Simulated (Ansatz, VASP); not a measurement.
TeBr6: VASP beside Ansatz

```
CELL_PARAMETERS angstrom
7.42804 0.00000 0.00000
0.00000 7.42804 0.00000
0.00000 0.00000 11.08060
ATOMIC_POSITIONS crystal
Te 0.50000 0.50000 0.50000
Te 0.00000 0.00000 0.00000
Br 0.50000 0.50000 0.26837
Br 0.00000 0.00000 0.76837
Br 0.50000 0.50000 0.73163
Br 0.00000 0.00000 0.23163
Br 0.78097 0.70526 0.50000
Br 0.21903 0.29474 0.50000
Br 0.71903 0.20526 0.00000
Br 0.28097 0.79474 0.00000
Br 0.70526 0.21903 0.50000
Br 0.29474 0.78097 0.50000
Br 0.20526 0.28097 0.00000
Br 0.79474 0.71903 0.00000
```

Alike in both runs: task electric field gradients; functional PBE; k mesh 5 × 5 × 3; occupations fermi-dirac, width 0.05 eV; no spin polarisation.

```csv
,VASP,Ansatz
version,VASP 6.6.1,Ansatz 0.2.0
potentials or method,"VASP PAW PBE potentials, release 64 (Te, Br)","plane-wave PAW, scalar-relativistic"
plane-wave cutoff (eV),520,420
valence electrons in the cell,96,116
```

VASP gave:

- pressure (GPa): 0.3
- traceless stress, the component that is largest in VASP (GPa): 0.22
- rms of the force components (eV/Å): 0.072
- size of Vzz on the site where it differs most (V/Å²): 678.1

Which values does Ansatz return?

Pressure (GPa): 0.3; traceless stress, the component that is largest in VASP (GPa): 0.22; rms of the force components (eV/Å): 0.077; size of Vzz on the site where it differs most (V/Å²): 703.5.

Atom by atom the forces differ by 0.005 eV/Å (rms over components). The functional is the same, so the differences come from potentials, cutoffs and numerics. VASP's potentials hold 96 valence electrons a cell and Ansatz's 116, so a difference there can come from the potentials and not from the codes.

Neither program's run includes spin-orbit coupling.
